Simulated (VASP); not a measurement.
The system is Si4S.

```
Si S
1.0
     3.68710    0.00000    0.00000
    -1.84355    3.19312    0.00000
     0.00000    0.00000    8.76692
Si S
4 1
Direct
  0.33333 0.66667 0.81335
  0.66667 0.33333 0.81335
  0.66667 0.33333 0.18665
  0.33333 0.66667 0.18665
  0.00000 0.00000 0.00000
```

The cell was generated, and may not be a known phase.

* Program: VASP 6.6.1
* Task: relaxation of cell and atoms
* Functional: PBE
* Potentials or basis: VASP PAW PBE potentials, release 64 (Si, S)
* Cutoff: 600 eV
* k mesh: 6 × 6 × 2
* Occupations: gaussian, width 0.1 eV
* Spin: no spin polarisation

At the start: pressure 24.2 GPa; volume 20.64 Å³/atom.

Task: How do energy, volume and symmetry change on relaxing?

Result: Over 22 steps the energy falls by 463.5 meV/atom and the volume is 22.12 Å³/atom (+7.2 %); space group P6/mmm (No. 191, to 0.1 Å) before and after.

Step by step:
| step | energy change (eV) | largest force (eV/Å) | pressure (GPa) | volume (Å³) |
| --- | --- | --- | --- | --- |
| 1 | 0.0000 | 0.6853 | 24.22 | 103.22 |
| 2 | -0.6551 | 0.5091 | -8.14 | 156.11 |
| 3 | -1.8005 | 0.0697 | -0.64 | 127.34 |
| 4 | -1.8017 | 0.0589 | -0.34 | 126.80 |
| 5 | -1.8017 | 0.0486 | -0.05 | 126.30 |
| 6 | -1.8068 | 0.0635 | -0.09 | 125.78 |
| 7 | -1.8307 | 0.1798 | -0.23 | 124.20 |
| 8 | -1.8972 | 0.0783 | -0.05 | 120.97 |
| 9 | -1.9321 | 0.0168 | 0.88 | 114.26 |
| 10 | -1.9477 | 1.6570 | 8.74 | 99.78 |
| 11 | -1.9600 | 0.1874 | 1.21 | 112.71 |
| 12 | -2.1620 | 0.0214 | 4.14 | 106.39 |
| 13 | -2.1651 | 0.5220 | 5.99 | 103.12 |
| 14 | -2.1767 | 0.1244 | 4.97 | 104.94 |
| 15 | -2.1776 | 0.2948 | 5.47 | 104.03 |
| 16 | -2.2147 | 0.2466 | 4.58 | 104.96 |
| 17 | -2.2903 | 0.1142 | 2.14 | 107.76 |
| 18 | -2.2981 | 0.1143 | -1.85 | 113.51 |
| 19 | -2.3164 | 0.0185 | -0.24 | 110.95 |
| 20 | -2.3165 | 0.0129 | -0.14 | 110.81 |
| 21 | -2.3168 | 0.0013 | -0.13 | 110.76 |
| 22 | -2.3174 | 0.0338 | -0.09 | 110.60 |

Final structure:
```
CELL_PARAMETERS angstrom
4.29830 0.00000 0.00000
-2.14915 3.72244 0.00000
0.00000 0.00000 6.91248
ATOMIC_POSITIONS crystal
Si 0.33333 0.66667 0.82030
Si 0.66667 0.33333 0.82030
Si 0.66667 0.33333 0.17970
Si 0.33333 0.66667 0.17970
S 0.00000 0.00000 0.00000
```

Caveat: a cell axis changed by over 15 % at a fixed basis, so the end point is rough.
